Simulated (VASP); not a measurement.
Here is a VASP 6.6.1 calculation.

POSCAR

```
ZnS
1.0
    3.8362391461      0.0000000000      0.0000000000
   -1.9181195731      3.3222805555      0.0000000000
    0.0000000000      0.0000000000      6.2752859714
Zn S
2 2
Direct
    0.6666666667      0.3333333333      0.5000000000
    0.3333333333      0.6666666667      0.0000000000
    0.6666666667      0.3333333333      0.8850000000
    0.3333333333      0.6666666667      0.3850000000
```

Contents of INCAR.step1:

```
SYSTEM = ZnS
ALGO = Normal
EDIFF = 1E-4
ENCUT = 520
GGA = PE
ISMEAR = -1
LASPH = .TRUE.
LCHARG = .FALSE.
LREAL = .FALSE.
LWAVE = .TRUE.
NBANDS = 26
NELM = 100
PREC = Accurate
SIGMA = 0.05
```

INCAR.step2

```
SYSTEM = ZnS
ALGO = Normal
EDIFF = 1E-6
ENCUT = 520
ISIF = 2
ISMEAR = -1
ISTART = 1
IVDW = 13
LASPH = .TRUE.
LCHARG = .TRUE.
LELF = .TRUE.
LMIXTAU = .TRUE.
LREAL = .FALSE.
LVHAR = .TRUE.
LWAVE = .FALSE.
METAGGA = R2SCAN
NBANDS = 26
NELM = 100
PREC = Accurate
SIGMA = 0.05
VDW_A1 = 0.51559235
VDW_A2 = 5.77342911
VDW_S6 = 1.0
VDW_S8 = 0.6018749
```

KPOINTS

```
k-points
0
G
  8 8 5
  0 0 0
```

Potentials or basis: VASP PAW PBE potentials, release 64 (Zn, S).

Run with:

```sh
$ cat potpaw_PBE.64/Zn/POTCAR potpaw_PBE.64/S/POTCAR > POTCAR
$ cp INCAR.step1 INCAR
$ mpirun -np 1 vasp_std > vasp.out
$ cp INCAR.step2 INCAR
$ mpirun -np 1 vasp_std > vasp.out
```

(1) What does it give for the dispersion energy per atom?

(2) Predict the largest force.

(3) What does it give for the pressure?

(4) What does it give for the band gap on the k mesh?

Answers

(1) -0.114 eV.

(2) 0.286 eV/Å.

(3) -2.2 GPa.

(4) 2.73 eV.

Caveat: the PAW data sets were made with another functional, which shifts forces and pressure a little.
